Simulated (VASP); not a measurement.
# PbSe (P6_3/mmc) in VASP: single point with PBE

Aim: the single point of PbSe with PBE.

Program: VASP 6.6.1. These are calculated values, not measurements. Logs are shortened: lines on timing, memory, paths and dates and some standing lists are left out, and cuts for length are marked.

**1. The cell of the first run**

The structure is hexagonal, space group P6_3/mmc (No. 194). The conventional cell has a = 5.174 Å, b = 5.174 Å, c = 6.213 Å, α = 90.00°, β = 90.00°, γ = 120.00°. Pb (site symmetry -6m2) has 5 Se at 2.99 to 3.11 Å within 3.9 Å. Se (site symmetry -6m2) has 5 Pb at 2.99 to 3.11 Å within 3.9 Å.

**2. Single point, PBE**

Contents of INCAR:

```
SYSTEM = PbSe
PREC = Accurate
ENCUT = 520
EDIFF = 1E-7
ISMEAR = 0
SIGMA = 0.01
LREAL = .FALSE.
LASPH = .TRUE.
NELM = 100
ALGO = Normal
ISIF = 2
LWAVE = .FALSE.
LCHARG = .FALSE.
GGA = PE
NBANDS = 28
```

Contents of KPOINTS:

```
regular mesh
0
G
  6 6 2
  0 0 0
```

Contents of POSCAR:

```
PbSe
1.0
    5.1741302563      0.0000000000      0.0000000000
   -2.5870651281      4.4809282444      0.0000000000
    0.0000000000      0.0000000000      6.2132838678
Pb Se
2 2
Direct
    0.3333333333      0.6666666667      0.2500000000
    0.6666666667      0.3333333333      0.7500000000
    0.6666666667      0.3333333333      0.2500000000
    0.3333333333      0.6666666667      0.7500000000
```

Potentials or basis: VASP PAW PBE potentials, release 64 (Pb_d, Se).

Command:

```console
$ cat potpaw_PBE.64/Pb_d/POTCAR potpaw_PBE.64/Se/POTCAR > POTCAR
$ mpirun -np 1 vasp_std > vasp.out
```

OUTCAR:

```text
SYSTEM = PbSe
   PREC = Accurate
   ENCUT = 520
   EDIFF = 1E-7
   ISMEAR = 0
   LREAL = .FALSE.
   LASPH = .TRUE.
   NELM = 100
   ISIF = 2
   GGA = PE

 ion  position               nearest neighbor table
   1  0.333  0.667  0.250-   3 2.99   3 2.99   3 2.99   4 3.11   4 3.11
   2  0.667  0.333  0.750-   4 2.99   4 2.99   4 2.99   3 3.11   3 3.11
   3  0.667  0.333  0.250-   1 2.99   1 2.99   1 2.99   2 3.11   2 3.11
   4  0.333  0.667  0.750-   2 2.99   2 2.99   2 2.99   1 3.11   1 3.11

  LATTYP: Found a hexagonal cell.
 ALAT       =     5.1741302563
 C/A-ratio  =     1.2008363841

  Lattice vectors:

 A1 = (   5.1741302563,   0.0000000000,   0.0000000000)
 A2 = (  -2.5870651281,   4.4809282444,   0.0000000000)
 A3 = (   0.0000000000,   0.0000000000,   6.2132838678)

Analysis of symmetry for initial positions (statically):
=====================================================================
 Subroutine PRICEL returns:
 Original cell was already a primitive cell.

 Routine SETGRP: Setting up the symmetry group for a
 hexagonal supercell.

 Subroutine GETGRP returns: Found 24 space group operations
 (whereof 12 operations were pure point group operations)
 out of a pool of 24 trial point group operations.

The static configuration has the point symmetry D_3d.
 The point group associated with its full space group is D_6h.

Analysis of symmetry for dynamics (positions and initial velocities):
=====================================================================
 Subroutine PRICEL returns:
 Original cell was already a primitive cell.

 Routine SETGRP: Setting up the symmetry group for a
 hexagonal supercell.

 Subroutine GETGRP returns: Found 24 space group operations
 (whereof 12 operations were pure point group operations)
 out of a pool of 24 trial point group operations.

The dynamic configuration has the point symmetry D_3d.
 The point group associated with its full space group is D_6h.

 Subroutine INISYM returns: Found 24 space group operations
 (whereof 12 operations are pure point group operations),
 and found     1 'primitive' translations

----------------------------------------------------------------------------------------

                                     Primitive cell

  volume of cell :     144.0544

  direct lattice vectors                    reciprocal lattice vectors
     5.174130256  0.000000000  0.000000000     0.193269197  0.111584023  0.000000000
    -2.587065128  4.480928244  0.000000000     0.000000000  0.223168046  0.000000000
     0.000000000  0.000000000  6.213283868     0.000000000  0.000000000  0.160945487

  length of vectors
     5.174130256  5.174130256  6.213283868     0.223168046  0.223168046  0.160945487

  position of ions in fractional coordinates (direct lattice)
     0.333333333  0.666666667  0.250000000
     0.666666667  0.333333333  0.750000000
     0.666666667  0.333333333  0.250000000
     0.333333333  0.666666667  0.750000000

  ion indices of the primitive-cell ions
   primitive index   ion index
                 1           1
                 2           2
                 3           3
                 4           4

----------------------------------------------------------------------------------------

 KPOINTS: regular mesh

Automatic generation of k-mesh.
 Grid dimensions read from file:
 generate k-points for:    6    6    2

 Generating k-lattice:

  Cartesian coordinates                     Fractional coordinates (reciprocal lattice)
     0.032211533  0.018597337  0.000000000     0.166666667  0.000000000  0.000000000
     0.000000000  0.037194674  0.000000000     0.000000000  0.166666667  0.000000000
     0.000000000  0.000000000  0.080472744     0.000000000  0.000000000  0.500000000

  Length of vectors
     0.037194674  0.037194674  0.080472744

  Shift w.r.t. Gamma in fractional coordinates (k-lattice)
     0.000000000  0.000000000  0.000000000

 Subroutine IBZKPT returns following result:
 ===========================================

 Found     14 irreducible k-points:

 Following reciprocal coordinates:
            Coordinates               Weight
  0.000000  0.000000  0.000000      1.000000
  0.166667  0.000000  0.000000      6.000000
  0.333333  0.000000  0.000000      6.000000
  0.500000  0.000000  0.000000      3.000000
  0.166667  0.166667  0.000000      6.000000
  0.333333  0.166667  0.000000     12.000000
  0.333333  0.333333  0.000000      2.000000
  0.000000  0.000000  0.500000      1.000000
  0.166667  0.000000  0.500000      6.000000
  0.333333  0.000000  0.500000      6.000000
  0.500000  0.000000  0.500000      3.000000
  0.166667  0.166667  0.500000      6.000000
  0.333333  0.166667  0.500000     12.000000
  0.333333  0.333333  0.500000      2.000000
   k-points           NKPTS =     14   k-points in BZ     NKDIM =     14   number of bands    NBANDS=     28
   number of dos      NEDOS =    301   number of ions     NIONS =      4
   total plane-waves  NPLWV =  76800
   dimension x,y,z NGX =    40 NGY =   40 NGZ =   48
   dimension x,y,z NGXF=    80 NGYF=   80 NGZF=   96
   ions per type =               2   2
   NGX,Y,Z   is equivalent  to a cutoff of  12.85, 12.85, 12.84 a.u.
   NGXF,Y,Z  is equivalent  to a cutoff of  25.70, 25.70, 25.69 a.u.
 SYSTEM =  PbSe
   PREC   = accura    normal or accurate (medium, high low for compatibility)
   ISTART =      0    job   : 0-new  1-cont  2-samecut
   ICHARG =      2    charge: 1-file 2-atom 10-const
   ISPIN  =      1    spin polarized calculation?
   LNONCOLLINEAR =      F non collinear calculations
   LSORBIT =      F    spin-orbit coupling
   LASPH  =      T    aspherical Exc in radial PAW
   ENCUT  =  520.0 eV  38.22 Ry    6.18 a.u.   9.62  9.62 11.55*2*pi/ulx,y,z
   NELM   =    100;   NELMIN=  2; NELMDL= -5     # of ELM steps
   EDIFF  = 0.1E-06   stopping-criterion for ELM
   LREAL  =      F    real-space projection
   EDIFFG = 0.1E-05   stopping-criterion for IOM
   NSW    =      0    number of steps for IOM
   IBRION =     -1    ionic relax: 0-MD 1-quasi-New 2-CG
   NFREE  =      0    steps in history (QN), initial steepest desc. (CG)
   ISIF   =      2    stress and relaxation
   ISYM   =      2    0-nonsym 1-usesym 2-fastsym
   POTIM  = 0.5000    time-step for ionic-motion
   TEBEG  =    0.0;   TEEND  =   0.0 temperature during run
   PSTRESS=    0.0 pullay stress
   NELECT =      40.0000    total number of electrons
   NUPDOWN=      -1.0000    fix difference up-down
   EMIN   =  10.00;   EMAX   =-10.00  energy-range for DOS
   EFERMI =   0.00;   METHOD = LEGACY
   ISMEAR =     0;   SIGMA  =   0.01  broadening in eV -4-tet -1-fermi 0-gaus
   EFERMI_NEDOS =   21; number of points for ismear=-14 and -15
   IALGO  =     38    algorithm
   IMIX   =      4    mixing-type and parameters
     AMIX     =   0.40;   BMIX     =  1.00
     AMIX_MAG =   1.60;   BMIX_MAG =  1.00
  volume/ion in A,a.u.               =      36.01       243.03
  Fermi-wavevector in a.u.,A,eV,Ry     =   1.068036  2.018296 15.520184  1.140701
  Thomas-Fermi vector in A             =   2.203672
   LORBIT       =      0    0 simple, 1 ext, 2 COOP (PROOUT), +10 PAW based schemes
   GGA     = PE    functional components
   LHFCALC =     F    Hartree Fock is set to
   AEXX    =    0.0000 exact exchange contribution
   IVDW    =     0    specifies the selected vdW correction
   LEPSILON=     F    determine dielectric tensor
   LRPA    =     F    only Hartree local field effects (RPA)
 non-spin polarized calculation
 Gauss-broadening in eV      SIGMA  =   0.01
  energy-cutoff  :      520.00
  volume of cell :      144.05
 maximum number of plane-waves:      3912
 NGX is ok and might be reduce to    40
   NGX = 19   NGY = 19   NGZ = 23

 number of electron      39.9999997 magnetization

 Free energy of the ion-electron system (eV)
  ---------------------------------------------------
  ext. energy  EPLUGINS =         0.00000000
  ---------------------------------------------------
  free energy    TOTEN  =       -15.70759528 eV

  energy without entropy =      -15.70759528  energy(sigma->0) =      -15.70759528

 E-fermi :   3.1735     XC(G=0):  -8.2138

 val. band max:        3.1116099204   @ k =   0.3333   0.3333   0.5000
 cond. band min:       4.2429147347   @ k =   0.3333   0.3333   0.5000
 fundamental gap:      1.1313048143
 Fermi energy:         3.1734812578

 k-point     1 :       0.0000    0.0000    0.0000
  band No.  band energies     occupation
      1     -13.7920      2.00000
      2     -13.7039      2.00000
      3     -13.7039      2.00000
      4     -13.6997      2.00000
      5     -13.6841      2.00000
      6     -13.6841      2.00000
[... 20 lines left out ...]
     27       8.9117      0.00000
     28       9.4686      0.00000

 k-point     2 :       0.1667    0.0000    0.0000
  band No.  band energies     occupation
      1     -13.7882      2.00000
      2     -13.7057      2.00000
      3     -13.7053      2.00000
      4     -13.7031      2.00000
      5     -13.6843      2.00000
      6     -13.6836      2.00000
[... 20 lines left out ...]
     27       8.7997      0.00000
     28       9.1397      0.00000

 k-point     3 :       0.3333    0.0000    0.0000
  band No.  band energies     occupation
      1     -13.7786      2.00000
      2     -13.7216      2.00000
      3     -13.7078      2.00000
      4     -13.7011      2.00000
      5     -13.6818      2.00000
      6     -13.6806      2.00000
[... 20 lines left out ...]
     27       8.7352      0.00000
     28       9.4629      0.00000

 k-point     4 :       0.5000    0.0000    0.0000
  band No.  band energies     occupation
      1     -13.7713      2.00000
      2     -13.7322      2.00000
      3     -13.7090      2.00000
      4     -13.6998      2.00000
      5     -13.6809      2.00000
      6     -13.6791      2.00000
[... 268 lines left out ...]
     27      10.2299      0.00000
     28      10.2299      0.00000

 k-point    13 :       0.3333    0.1667    0.5000
  band No.  band energies     occupation
      1     -13.7234      2.00000
      2     -13.7234      2.00000
      3     -13.6990      2.00000
      4     -13.6990      2.00000
      5     -13.6925      2.00000
      6     -13.6925      2.00000
[... 20 lines left out ...]
     27       9.6264      0.00000
     28       9.6264      0.00000

 k-point    14 :       0.3333    0.3333    0.5000
  band No.  band energies     occupation
      1     -13.7194      2.00000
      2     -13.7194      2.00000
      3     -13.7023      2.00000
      4     -13.7023      2.00000
      5     -13.6914      2.00000
      6     -13.6914      2.00000
[... 20 lines left out ...]
     27       9.4871      0.00000
     28       9.4871      0.00000

------------------------ aborting loop because EDIFF is reached ----------------------------------------

  FORCE on cell =-STRESS in cart. coord.  units (eV):
  Direction    XX          YY          ZZ          XY          YZ          ZX
  --------------------------------------------------------------------------------------
  -------------------------------------------------------------------------------------
  Total       -0.0125486     -0.0125486      3.9885468     -0.0000000     -0.0000000     -0.0000000
  in kB       -0.1395655     -0.1395655     44.3607346     -0.0000000     -0.0000000     -0.0000000
  external PRESSURE =      14.6938679 kB  Pullay stress =       0.0000000 kB

 VOLUME and BASIS-vectors are now :
 -----------------------------------------------------------------------------
  energy-cutoff  :      520.00
  volume of cell :      144.05
      direct lattice vectors                 reciprocal lattice vectors
     5.174130256  0.000000000  0.000000000     0.193269197  0.111584023  0.000000000
    -2.587065128  4.480928244  0.000000000     0.000000000  0.223168046  0.000000000
     0.000000000  0.000000000  6.213283868     0.000000000  0.000000000  0.160945487

 POSITION                                       TOTAL-FORCE (eV/Angst)
 -----------------------------------------------------------------------------------
     -0.00000      2.98729      1.55332         0.000000     -0.000000      0.000000
      2.58707      1.49364      4.65996         0.000000      0.000000      0.000000
      2.58707      1.49364      1.55332        -0.000000      0.000000      0.000000
     -0.00000      2.98729      4.65996         0.000000     -0.000000      0.000000
 -----------------------------------------------------------------------------------
    total drift:                                0.000000     -0.000000      0.000000

  FREE ENERGIE OF THE ION-ELECTRON SYSTEM (eV)
  ---------------------------------------------------
  free  energy   TOTEN  =       -15.7075952777 eV

  energy  without entropy=      -15.7075952777  energy(sigma->0) =      -15.70759528
```

It took 1.9 min on 1 thread of Intel Xeon 6975P-C, shared host; peak memory 0.28 GiB.

What came out:

| Property | Result |
| --- | --- |
| Free energy | -15.7076 eV |
| Pressure | 1.5 GPa |
| Band gap on the k mesh | 1.13 eV, direct |

Caveat: the k points lie up to 0.51 Å⁻¹ apart; spin-orbit coupling is left out, which moves the levels of the heavy elements. A k mesh can miss the band edges.
